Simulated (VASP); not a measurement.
# Te (P2/m) in VASP: a series of runs, part 2 of 3

VASP 6.6.1. The steps go on from the part before.

**3. Single point, PBE**

This run uses another cell than the first one, of 40.52 Å³/atom, 1.232 times its volume.

The input, INCAR:

```
SYSTEM = Te
PREC = Accurate ; ENCUT = 520
EDIFF = 1E-6 ; ISMEAR = 0
SIGMA = 0.1 ; LREAL = .False.
LASPH = .True. ; NELM = 100
ALGO = Normal ; ISIF = 2
LWAVE = .False. ; LCHARG = .False.
GGA = PE ; NBANDS = 9
```

The input, KPOINTS:

```
regular mesh
0
Gamma
  6 4 6
  0 0 0
```

The input, POSCAR:

```
Te
1.0
    2.8669505700      0.0000000000      0.0000000000
    0.0000000000      4.0009680700      0.0000000000
   -1.0600167500      0.0000000000      3.5327714200
Te
1
Direct
    0.0000000000      0.0000000000      0.5000000000
```

Potentials or basis: VASP PAW PBE potentials, release 64 (Te).

The run is started by

```sh
$ cat potpaw_PBE.64/Te/POTCAR > POTCAR
$ mpirun -np 1 vasp_std > vasp.out
```

OUTCAR:

```text
SYSTEM = Te
   PREC = Accurate
   ENCUT = 520
   EDIFF = 1E-6
   ISMEAR = 0
   LREAL = .False.
   LASPH = .True.
   NELM = 100
   ISIF = 2
   GGA = PE

 ion  position               nearest neighbor table
   1  0.000  0.000  0.500-

  LATTYP: Found a simple monoclinic cell.
 ALAT       =     2.8669505700
 B/A-ratio  =     1.3955483265
 C/A-ratio  =     1.2865149962
 COS(beta)  =    -0.2873939820

  Lattice vectors:

 A1 = (   2.8669505700,   0.0000000000,   0.0000000000)
 A2 = (   0.0000000000,   4.0009680700,   0.0000000000)
 A3 = (  -1.0600167500,   0.0000000000,   3.5327714200)

Analysis of symmetry for initial positions (statically):
=====================================================================
 Subroutine PRICEL returns:
 Original cell was already a primitive cell.

 Routine SETGRP: Setting up the symmetry group for a
 simple monoclinic supercell.

 Subroutine GETGRP returns: Found  4 space group operations
 (whereof  4 operations were pure point group operations)
 out of a pool of  4 trial point group operations.

The static configuration has the point symmetry C_2h.

Analysis of symmetry for dynamics (positions and initial velocities):
=====================================================================
 Subroutine PRICEL returns:
 Original cell was already a primitive cell.

 Routine SETGRP: Setting up the symmetry group for a
 simple monoclinic supercell.

 Subroutine GETGRP returns: Found  4 space group operations
 (whereof  4 operations were pure point group operations)
 out of a pool of  4 trial point group operations.

The dynamic configuration has the point symmetry C_2h.

 Subroutine INISYM returns: Found  4 space group operations
 (whereof  4 operations are pure point group operations),
 and found     1 'primitive' translations

----------------------------------------------------------------------------------------

                                     Primitive cell
[... 112 lines left out ...]
  Thomas-Fermi vector in A             =   1.984417
   LORBIT       =      0    0 simple, 1 ext, 2 COOP (PROOUT), +10 PAW based schemes
   GGA     = PE    functional components
   LHFCALC =     F    Hartree Fock is set to
   AEXX    =    0.0000 exact exchange contribution
   IVDW    =     0    specifies the selected vdW correction
   LEPSILON=     F    determine dielectric tensor
   LRPA    =     F    only Hartree local field effects (RPA)
 non-spin polarized calculation
 Gauss-broadening in eV      SIGMA  =   0.10
  energy-cutoff  :      520.00
  volume of cell :       40.52
 maximum number of plane-waves:      1109
 NGX is ok and might be reduce to    24
   NGX = 11   NGY = 15   NGZ = 13

 number of electron       6.0000001 magnetization

 Free energy of the ion-electron system (eV)
  ---------------------------------------------------
  ext. energy  EPLUGINS =         0.00000000
  ---------------------------------------------------
  free energy    TOTEN  =        -2.81258207 eV

  energy without entropy =       -2.81066046  energy(sigma->0) =       -2.81162126

 E-fermi :   3.6658     XC(G=0):  -8.2597

 val. band max:        3.6021636418   @ k =   0.1667   0.0000   0.5000
 cond. band min:       3.7225922211   @ k =  -0.1667   0.5000   0.1667
 fundamental gap:      0.1204285794
 Fermi energy:         3.6658050842

 k-point     1 :       0.0000    0.0000    0.0000
  band No.  band energies     occupation
      1      -8.9538      2.00000
      2       2.3994      2.00000
      3       3.7554      0.20532
      4       7.7463      0.00000
      5       9.4195      0.00000
      6       9.5161      0.00000
      7      14.8481      0.00000
      8      17.0252      0.00000
      9      17.9064      0.00000
[... 265 lines left out ...]
 k-point    24 :      -0.1667    0.2500    0.1667
  band No.  band energies     occupation
      1      -8.2129      2.00000
      2       1.3843      2.00000
      3       3.5398      1.92528
      4       6.0607      0.00000
      5      10.6720      0.00000
      6      11.6312      0.00000
      7      13.6959      0.00000
      8      13.8776      0.00000
      9      16.0432      0.00000

 [... further k-points ...]

------------------------ aborting loop because EDIFF is reached ----------------------------------------

  FORCE on cell =-STRESS in cart. coord.  units (eV):
  Direction    XX          YY          ZZ          XY          YZ          ZX
  --------------------------------------------------------------------------------------
  -------------------------------------------------------------------------------------
  Total       -0.3453977     -0.3928107     -0.8969780      0.0000000      0.0000000      1.1472432
  in kB      -13.6561785    -15.5307734    -35.4643139      0.0000000      0.0000000     45.3591838
  external PRESSURE =     -21.5504219 kB  Pullay stress =       0.0000000 kB

 VOLUME and BASIS-vectors are now :
 -----------------------------------------------------------------------------
  energy-cutoff  :      520.00
  volume of cell :       40.52
      direct lattice vectors                 reciprocal lattice vectors
     2.866950570  0.000000000  0.000000000     0.348802665  0.000000000  0.104659097
     0.000000000  4.000968070  0.000000000     0.000000000  0.249939510  0.000000000
    -1.060016750  0.000000000  3.532771420     0.000000000  0.000000000  0.283063884

 POSITION                                       TOTAL-FORCE (eV/Angst)
 -----------------------------------------------------------------------------------
     -0.53001      0.00000      1.76639         0.000000      0.000000      0.000000
 -----------------------------------------------------------------------------------
    total drift:                                0.000000      0.000000     -0.000000

  FREE ENERGIE OF THE ION-ELECTRON SYSTEM (eV)
  ---------------------------------------------------
  free  energy   TOTEN  =        -2.8125820697 eV

  energy  without entropy=       -2.8106604567  energy(sigma->0) =       -2.81162126
```

OSZICAR:

```text
N       E                     dE             d eps       ncg     rms          rms(c)
DAV:   1     0.172572543489E+02    0.17257E+02   -0.23073E+03  1080   0.512E+02
DAV:   2    -0.223313556132E+01   -0.19490E+02   -0.19125E+02  1434   0.677E+01
DAV:   3    -0.280833907575E+01   -0.57520E+00   -0.57424E+00  1243   0.150E+01
DAV:   4    -0.281549259842E+01   -0.71535E-02   -0.71533E-02  1495   0.192E+00
DAV:   5    -0.281560847954E+01   -0.11588E-03   -0.11588E-03  1385   0.184E-01    0.486E+00
DAV:   6    -0.281279224176E+01    0.28162E-02   -0.55372E-03  1202   0.332E-01    0.303E+00
DAV:   7    -0.281264970062E+01    0.14254E-03   -0.11607E-02  1203   0.493E-01    0.162E-01
DAV:   8    -0.281257845469E+01    0.71246E-04   -0.60599E-04  1197   0.133E-01    0.393E-02
DAV:   9    -0.281258289097E+01   -0.44363E-05   -0.15112E-05  1496   0.254E-02    0.744E-03
DAV:  10    -0.281258206972E+01    0.82125E-06   -0.33348E-06  1203   0.785E-03
   1 F= -.28125821E+01 E0= -.28116213E+01  d E =-.192161E-02
```

stdout:

```text
POSCAR found type information on POSCAR Te
 POSCAR found :  1 types and       1 ions
 scaLAPACK will be used
 LDA part: xc-table for (Slater+PW92), standard interpolation
 POSCAR, INCAR and KPOINTS ok, starting setup
 FFT: planning ... GRIDC
 FFT: planning ... GRID_SOFT
 FFT: planning ... GRID
 WAVECAR not read
 entering main loop
```

Run time: 10 s. Hardware: 1 thread of Intel Xeon Platinum 8259CL at 2.50GHz (Skylake/Cascade Lake), shared host; peak memory 0.16 GiB.

Results:

```yaml
Free_energy: -2.8126 eV
Pressure: -2.2 GPa
Band_gap_on_the_k_mesh: zero (band 3 reaches 4.71 eV, above the bottom of band 4 at 2.31 eV)
```

Levels at points of the mesh, in eV from the Fermi level:
```csv
k point,band 1,band 2,band 3,band 4,band 5,band 6,band 7
"(0.00, 0.00, 0.00)",-12.62,-1.27,0.09,4.08,5.75,5.85,11.18
"(0.50, 0.00, 0.00)",-9.12,-5.39,1.04,1.46,6.08,7.92,8.64
"(0.00, 0.50, 0.00)",-12.27,-3.93,0.39,6.01,6.47,9.46,10.03
"(0.50, 0.50, 0.00)",-8.76,-5.08,-0.86,1.37,4.07,6.83,10.69
"(0.00, 0.00, 0.50)",-11.77,-4.43,-0.49,5.27,6.10,7.75,8.40
"(0.50, 0.00, 0.50)",-8.74,-5.13,-0.61,1.75,4.49,8.32,9.33
"(0.00, 0.50, 0.50)",-11.44,-3.96,-2.88,3.32,5.55,10.60,13.82
"(0.50, 0.50, 0.50)",-8.38,-4.83,-0.49,-0.25,4.57,5.28,8.65
```

Caveat: the k points lie up to 0.39 Å⁻¹ apart; spin-orbit coupling is left out, which moves the levels of the heavy elements.

**4. Relaxation of cell and atoms, PBE**

This run uses another cell than the first one, of 40.52 Å³/atom, 1.232 times its volume.

The input, INCAR:

```
PREC = Accurate
ENCUT = 600
EDIFF = 1E-6
ISMEAR = 0
SIGMA = 0.1
LREAL = False
LASPH = True
NELM = 80
ALGO = Normal
ISIF = 3
LWAVE = False
LCHARG = False
GGA = PE
IBRION = 2
NSW = 90
EDIFFG = -0.04
```

The input, KPOINTS:

```
Automatic mesh
0
Gamma
  6 4 6
```

POSCAR is that of step 3.

The run is started by

```sh
$ cat potpaw_PBE.64/Te/POTCAR > POTCAR
$ mpirun -np 1 vasp_std > vasp.out
```

Run time: 74 s. Hardware: 1 thread of Intel Xeon Platinum 8259CL at 2.50GHz (Skylake/Cascade Lake), shared host; peak memory 0.18 GiB.

It converged, with:

| Item | Value |
| --- | --- |
| Free energy | -3.0309 eV |
| Relaxed volume | 35.34 Å³/atom |
| Relaxed cell | a = 2.869 Å, b = 3.759 Å, c = 3.278 Å, α = 90.00°, β = 91.54°, γ = 90.00° |
| Space group after relaxing (to 0.05 Å) | P2/m (No. 10) |
| Energy gained by relaxing | 218.4 meV/atom |
| Ionic steps | 12 |
| Pressure after relaxing | 0.0 GPa |
| Band gap on the k mesh | zero (band 3 reaches 6.60 eV, above the bottom of band 4 at 3.33 eV) |

Stress tensor (GPa, compression positive):
```
 0.04  0.00  0.11
 0.00 -0.04  0.00
 0.11  0.00 -0.02
```

Step by step:
```
step  energy change (eV)  largest force (eV/Å)  pressure (GPa)  volume (Å³)
   1              0.0000                0.0000           -2.16        40.52
   2             -0.1383                0.0000           -0.27        37.28
   3             -0.1624                0.0000            1.20        35.86
   4             -0.1464                0.0000            5.69        32.99
   5             -0.1684                0.0000            2.39        34.93
   6             -0.1851                0.0000           -0.49        35.22
   7             -0.1998                0.0000            0.55        35.11
   8             -0.2156                0.0000           -0.34        35.57
   9             -0.2170                0.0000           -0.66        35.76
  10             -0.2177                0.0000            0.25        35.25
  11             -0.2182                0.0000           -0.10        35.45
  12             -0.2184                0.0000            0.00        35.34
```

Final structure:
```cif
data_structure
_symmetry_space_group_name_H-M 'P 1'
_symmetry_Int_Tables_number 1
_cell_length_a 2.8690
_cell_length_b 3.7587
_cell_length_c 3.2779
_cell_angle_alpha 90.000
_cell_angle_beta 91.539
_cell_angle_gamma 90.000
_cell_volume 35.34
loop_
_atom_site_label
_atom_site_type_symbol
_atom_site_fract_x
_atom_site_fract_y
_atom_site_fract_z
_atom_site_occupancy
Te1 Te 0.00000 0.00000 0.50000 1
```

Levels at points of the mesh, in eV from the Fermi level:
```
           k point  band 1  band 2  band 3  band 4  band 5  band 6
(0.00, 0.00, 0.00)  -13.56   -1.44    0.67    3.92    4.29    5.90
(0.50, 0.00, 0.00)  -10.37   -6.39    1.06    3.12    7.67    7.76
(0.00, 0.50, 0.00)  -13.01   -4.99    1.13    4.74    6.77   10.18
(0.50, 0.50, 0.00)   -9.79   -5.89   -2.21    2.85    3.54   10.31
(0.00, 0.00, 0.50)  -12.11   -5.72   -0.22    5.44    6.27    7.68
(0.50, 0.00, 0.50)   -8.79   -5.22   -3.10    2.22    2.63    9.29
(0.00, 0.50, 0.50)  -11.58   -5.10   -3.47    2.51    5.85   11.58
(0.50, 0.50, 0.50)   -8.20   -4.79   -2.57   -0.83    3.66    4.92
```

Caveat: the k points lie up to 0.42 Å⁻¹ apart in the final cell; spin-orbit coupling is left out, which moves the levels of the heavy elements.

[end of part 2 of 3]
